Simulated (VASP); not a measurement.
**AlCo: single point with PBE**

AlCo:

```
Al Co
1.0
     2.81940    0.00000    0.00000
     0.00000    2.81940    0.00000
     0.00000    0.00000    2.81940
Al Co
1 1
Cartesian
  0.0000 0.0000 0.0000
  1.4097 1.4097 1.4097
```

```yaml
Program: VASP 6.6.1
Task: single point
Functional: PBE
Potentials_or_basis: VASP PAW PBE potentials, release 64 (Al, Co)
Cutoff: 520 eV
k_mesh: 11 × 11 × 11
Occupations: methfessel-paxton, width 0.1 eV
Spin: collinear spin, ferromagnetic start
Starting_moments: "[0.0, 3.2] μB"
Dipole_correction: no
Further_INCAR_settings: ALGO = Normal; EDIFF = 1e-06; NBANDS = 17
```

The pressure is 6.6 GPa and the band gap on the k mesh is zero (filled and empty bands overlap). The net moment is 0.00 μB per cell. The valence electrons inside the program's atomic spheres are Al 0.84; Co 8.51.

Levels at points of the mesh, in eV from the Fermi level:
Spin up:
| k point | band 3 | band 4 | band 5 | band 6 | band 7 | band 8 | band 9 | band 10 |
| --- | --- | --- | --- | --- | --- | --- | --- | --- |
| (0.00, 0.00, 0.00) | -3.14 | -0.92 | -0.92 | -0.92 | 6.10 | 6.10 | 6.10 | 8.84 |
Spin down:
| k point | band 2 | band 3 | band 4 | band 5 | band 6 | band 7 | band 8 | band 9 | band 10 | band 11 |
| --- | --- | --- | --- | --- | --- | --- | --- | --- | --- | --- |
| (0.00, 0.00, 0.00) | -3.14 | -3.14 | -0.92 | -0.92 | -0.92 | 6.10 | 6.10 | 6.10 | 8.84 | 8.84 |

It took 38 s on 1 thread of Intel Xeon 8259CL, with other jobs on the host, peak memory 0.17 GiB.

Caveat: the starting moments collapsed, and a magnetic state may lie lower.
